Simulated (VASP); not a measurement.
Set up this calculation in VASP 6.6.1, as the native input.

| Property | Result |
| --- | --- |
| Task | single point |
| Functional | PBE |
| Potentials or basis | VASP PAW PBE potentials, release 64 (Be) |
| Cutoff | 520 eV |
| k mesh | 9 × 9 × 6 |
| Occupations | gaussian, width 0.1 eV |
| Spin | no spin polarisation |
| Dipole correction | no |
| Further INCAR settings | ALGO = Fast; EDIFF = 1e-06; NBANDS = 9 |

The structure of Be lies in POSCAR:

```
Be
1.0
    2.2853000000      0.0000000000      0.0000000000
   -1.1426500000      1.9791278553      0.0000000000
    0.0000000000      0.0000000000      3.5842000000
Be
2
Direct
    0.3333333333      0.6666666667      0.2500000000
    0.6666666667      0.3333333333      0.7500000000
```

These files were run (other wordings do the same):

INCAR

```
ALGO = Fast ; EDIFF = 1E-6
ENCUT = 520 ; GGA = PE
ISIF = 2 ; ISMEAR = 0
LASPH = T ; LCHARG = F
LREAL = F ; LWAVE = F
NBANDS = 9 ; NELM = 80
PREC = Accurate ; SIGMA = 0.1
```

KPOINTS

```
k-points
0
Gamma
  9 9 6
```

Potentials or basis: VASP PAW PBE potentials, release 64 (Be).

Launch:

```console
$ cat potpaw_PBE.64/Be/POTCAR > POTCAR
$ mpirun -np 1 vasp_std > vasp.out
```

It gave:

The pressure is -2.8 GPa and the band gap on the k mesh is zero (bands 2 and 3 overlap by 2.15 eV).

Wall time 3.2 s on 1 thread of Intel(R) Xeon(R) 6975P-C (Granite Rapids), with other jobs on the host, peak memory 0.12 GiB.
